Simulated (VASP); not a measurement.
# Co (P1) in VASP: single point with r2SCAN

Aim: the single point of Co with r2SCAN.

Program: VASP 6.6.1. These are calculated values, not measurements. Logs are shortened: lines on timing, memory, paths and dates and some standing lists are left out, and cuts for length are marked.

## Step 1: The cell of the first run

The typed cell holds 5 atoms: a = 4.478 Å, b = 4.474 Å, c = 4.390 Å, α = 61.19°, β = 62.57°, γ = 59.72°.

## Step 2: Single point, r2SCAN

Contents of POSCAR:

```
Co
1.0
   -0.0705010000      3.0829520000      3.2470810000
    3.1136700000     -0.0361800000      3.2127600000
    3.1361070000      3.0710690000     -0.0586170000
Co
5
Direct
    0.6317560000      0.6210130000      0.6438170000
    0.1141780000      0.6164790000      0.6318360000
    0.6356750000      0.6146810000      0.1224680000
    0.6323560000      0.1377490000      0.6163040000
    0.2433120000      0.2299220000      0.2685750000
```

Contents of INCAR.step1:

```
PREC = Accurate
ENCUT = 520
ISMEAR = -1
SIGMA = 0.0236
LREAL = False
LASPH = True
NELM = 100
NBANDS = 30
GGA = PE
ALGO = Normal
EDIFF = 1E-4
LWAVE = True
LCHARG = False
```

Contents of INCAR.step2:

```
PREC = Accurate
ENCUT = 520
EDIFF = 1E-7
ISMEAR = -1
SIGMA = 0.0236
LREAL = False
LASPH = True
NELM = 100
ALGO = Normal
ISIF = 2
LWAVE = False
LCHARG = False
METAGGA = R2SCAN
LMIXTAU = True
NBANDS = 30
ISTART = 1
```

Contents of KPOINTS:

```
Automatic mesh
0
Gamma
  5 5 5
  0.5 0.5 0.5
```

Potentials or basis: VASP PAW PBE potentials, release 64 (Co).

On the command line:

```
> cat potpaw_PBE.64/Co/POTCAR > POTCAR
> cp INCAR.step1 INCAR
> mpirun -np 1 vasp_std > vasp.out
> cp INCAR.step2 INCAR
> mpirun -np 1 vasp_std > vasp.out
```

OUTCAR:

```text
PREC = Accurate
   ENCUT = 520
   EDIFF = 1E-7
   ISMEAR = -1
   LREAL = False
   LASPH = True
   NELM = 100
   ISIF = 2
   METAGGA = R2SCAN
   ISTART = 1

 ion  position               nearest neighbor table
   1  0.632  0.621  0.644-   3 2.10   2 2.13   4 2.22   4 2.26   3 2.29   2 2.35   5 2.59   5 2.66
                             5 2.77
   2  0.114  0.616  0.632-   1 2.13   4 2.23   3 2.23   4 2.24   1 2.35   3 2.37   5 2.58   5 2.63
                             5 2.64
   3  0.636  0.615  0.122-   1 2.10   4 2.19   2 2.23   1 2.29   4 2.32   2 2.37   5 2.57   5 2.62
                             5 2.72
   4  0.632  0.138  0.616-   3 2.19   1 2.22   2 2.23   2 2.24   1 2.26   3 2.32   5 2.58   5 2.58
                             5 2.69
   5  0.243  0.230  0.269-   3 2.57   4 2.58   4 2.58   2 2.58   1 2.59   3 2.62   2 2.63   2 2.64
                             1 2.66   4 2.69   3 2.72   1 2.77

  LATTYP: Found a triclinic cell.
 ALAT       =     4.4574776861
 B/A-ratio  =     1.3887753812
 C/A-ratio  =     1.0331950987
 COS(alpha) =     0.0051689533
 COS(beta)  =     0.5047044248
 COS(gamma) =     0.7052423216

  Lattice vectors:

 A1 = (   3.1841710000,  -3.1191320000,  -0.0343210000)
 A2 = (   0.0480640000,  -6.1902010000,   0.0242960000)
 A3 = (   3.2066080000,  -0.0118830000,  -3.3056980000)

Analysis of symmetry for initial positions (statically):
=====================================================================
 Subroutine PRICEL returns:
 Original cell was already a primitive cell.

 Routine SETGRP: Setting up the symmetry group for a
 triclinic supercell.

 Subroutine GETGRP returns: Found  1 space group operations
 (whereof  1 operations were pure point group operations)
 out of a pool of  2 trial point group operations.

The static configuration has the point symmetry C_1 .

Analysis of symmetry for dynamics (positions and initial velocities):
=====================================================================
 Subroutine PRICEL returns:
 Original cell was already a primitive cell.

 Routine SETGRP: Setting up the symmetry group for a
 triclinic supercell.

 Subroutine GETGRP returns: Found  1 space group operations
 (whereof  1 operations were pure point group operations)
 out of a pool of  2 trial point group operations.

The dynamic configuration has the point symmetry C_1 .

 Subroutine INISYM returns: Found  1 space group operations
 (whereof  1 operations are pure point group operations),
 and found     1 'primitive' translations
[... 95 lines left out ...]
   ISPIN  =      1    spin polarized calculation?
   LNONCOLLINEAR =      F non collinear calculations
   LSORBIT =      F    spin-orbit coupling
   LASPH  =      T    aspherical Exc in radial PAW
   ENCUT  =  520.0 eV  38.22 Ry    6.18 a.u.   8.33  8.32  8.16*2*pi/ulx,y,z
   NELM   =    100;   NELMIN=  2; NELMDL=  0     # of ELM steps
   EDIFF  = 0.1E-06   stopping-criterion for ELM
   LREAL  =      F    real-space projection
   EDIFFG = 0.1E-05   stopping-criterion for IOM
   NSW    =      0    number of steps for IOM
   IBRION =     -1    ionic relax: 0-MD 1-quasi-New 2-CG
   NFREE  =      0    steps in history (QN), initial steepest desc. (CG)
   ISIF   =      2    stress and relaxation
   ISYM   =      2    0-nonsym 1-usesym 2-fastsym
   POTIM  = 0.5000    time-step for ionic-motion
   TEBEG  =    0.0;   TEEND  =   0.0 temperature during run
   PSTRESS=    0.0 pullay stress
   NELECT =      45.0000    total number of electrons
   NUPDOWN=      -1.0000    fix difference up-down
   EMIN   =  10.00;   EMAX   =-10.00  energy-range for DOS
   EFERMI =   0.00;   METHOD = LEGACY
   ISMEAR =    -1;   SIGMA  =   0.02  broadening in eV -4-tet -1-fermi 0-gaus
   EFERMI_NEDOS =   21; number of points for ismear=-14 and -15
   IALGO  =     38    algorithm
   IMIX   =      4    mixing-type and parameters
     AMIX     =   0.40;   BMIX     =  1.00
     AMIX_MAG =   1.60;   BMIX_MAG =  1.00
  volume/ion in A,a.u.               =      12.75        86.03
  Fermi-wavevector in a.u.,A,eV,Ry     =   1.457734  2.754717 28.912213  2.124988
  Thomas-Fermi vector in A             =   2.574501
   LORBIT       =      0    0 simple, 1 ext, 2 COOP (PROOUT), +10 PAW based schemes
   METAGGA = R2SCAN    functional components
   LHFCALC =     F    Hartree Fock is set to
   AEXX    =    0.0000 exact exchange contribution
   IVDW    =     0    specifies the selected vdW correction
   LEPSILON=     F    determine dielectric tensor
   LRPA    =     F    only Hartree local field effects (RPA)
 non-spin polarized calculation
  energy-cutoff  :      520.00
  volume of cell :       63.74
 maximum number of plane-waves:      1730
 NGX is ok and might be reduce to    36
   NGX = 17   NGY = 17   NGZ = 17

 number of electron      44.9999997 magnetization

 Free energy of the ion-electron system (eV)
  ---------------------------------------------------
  ext. energy  EPLUGINS =         0.00000000
  ---------------------------------------------------
  free energy    TOTEN  =       -59.40467111 eV

  energy without entropy =      -59.36502371  energy(sigma->0) =      -59.38484741

 E-fermi :   7.6461     XC(G=0): -13.1548

 val. band max:        7.6460394495   @ k =   0.1000  -0.3000   0.3000
 cond. band min:       7.6493440496   @ k =   0.1000   0.3000   0.3000
 fundamental gap:      0.0033046001
 Fermi energy:         7.6461425337

 k-point     1 :       0.1000    0.1000    0.1000
  band No.  band energies     occupation
      1      -0.5116      2.00000
      2       2.1815      2.00000
      3       3.2915      2.00000
      4       3.3677      2.00000
      5       3.5162      2.00000
      6       4.4417      2.00000
[... 781 lines left out ...]
     29      10.9678      0.00000
     30      12.5690      0.00000

 [... further k-points ...]
[... 5 lines left out ...]
  --------------------------------------------------------------------------------------
  -------------------------------------------------------------------------------------
  Total       -0.8297800      0.1367412     -1.2571526      0.8705102      0.4598132      0.5635050
  in kB      -20.8579289      3.4372228    -31.6006630     21.8817505     11.5581840     14.1646551
  external PRESSURE =     -16.3404564 kB  Pullay stress =       0.0000000 kB

 VOLUME and BASIS-vectors are now :
 -----------------------------------------------------------------------------
  energy-cutoff  :      520.00
  volume of cell :       63.74
      direct lattice vectors                 reciprocal lattice vectors
    -0.070501000  3.082952000  3.247081000    -0.154764776  0.160939784  0.151803820
     3.113670000 -0.036180000  3.212760000     0.159286940 -0.159700154  0.155086306
     3.136107000  3.071069000 -0.058617000     0.157240159  0.162175588 -0.150564142

 POSITION                                       TOTAL-FORCE (eV/Angst)
 -----------------------------------------------------------------------------------
      3.90817      3.90241      4.00879        -0.483356     -1.254483     -0.892201
      3.89297      2.27011      2.31431        -0.432171      0.638437      1.033320
      2.25317      2.31362      4.03173         0.948501      0.357114     -0.200344
      2.31712      3.83725      2.45974        -0.057815      0.232478     -0.013182
      1.54103      1.56661      1.51299         0.024841      0.026454      0.072407
 -----------------------------------------------------------------------------------
    total drift:                               -0.000280     -0.000099     -0.000120

  FREE ENERGIE OF THE ION-ELECTRON SYSTEM (eV)
  ---------------------------------------------------
  free  energy   TOTEN  =       -59.4046711128 eV

  energy  without entropy=      -59.3650237066  energy(sigma->0) =      -59.38484741
```

OUTCAR.step1:

```text
PREC = Accurate
   ENCUT = 520
   ISMEAR = -1
   LREAL = False
   LASPH = True
   NELM = 100
[... 1033 lines left out ...]
      2.25317      2.31362      4.03173         1.044673      0.373452     -0.180143
      2.31712      3.83725      2.45974        -0.094618      0.316356     -0.117230
      1.54103      1.56661      1.51299         0.026571     -0.013026      0.114893
 -----------------------------------------------------------------------------------
    total drift:                               -0.000735     -0.000121      0.001322

  FREE ENERGIE OF THE ION-ELECTRON SYSTEM (eV)
  ---------------------------------------------------
  free  energy   TOTEN  =       -30.1290072615 eV

  energy  without entropy=      -30.0857277604  energy(sigma->0) =      -30.10736751
```

Run time: 46 min. Hardware: 1 thread of AMD EPYC, shared host; peak memory 0.23 GiB.

What came out:

```
Free energy            : -59.4047 eV
Pressure               : -1.6 GPa
Largest force          : 1.614 eV/Å
Band gap on the k mesh : zero (an odd number of electrons rules out a gap without spin polarisation)
```

Forces in eV/Å, atoms in the order of the input:
```
Co  -0.483 -1.254 -0.892
Co  -0.432  0.638  1.033
Co   0.949  0.357 -0.200
Co  -0.058  0.232 -0.013
Co   0.025  0.026  0.072
```

Stress tensor (GPa, compression positive):
```
-2.09  2.19  1.42
 2.19  0.34  1.16
 1.42  1.16 -3.16
```

Caveat: the PAW data sets were made with another functional, which shifts forces and pressure a little; the run has no spin polarisation, though such a crystal can be magnetic. Spin polarisation is off, so any magnetic state and its effect on volume and gap are missing.
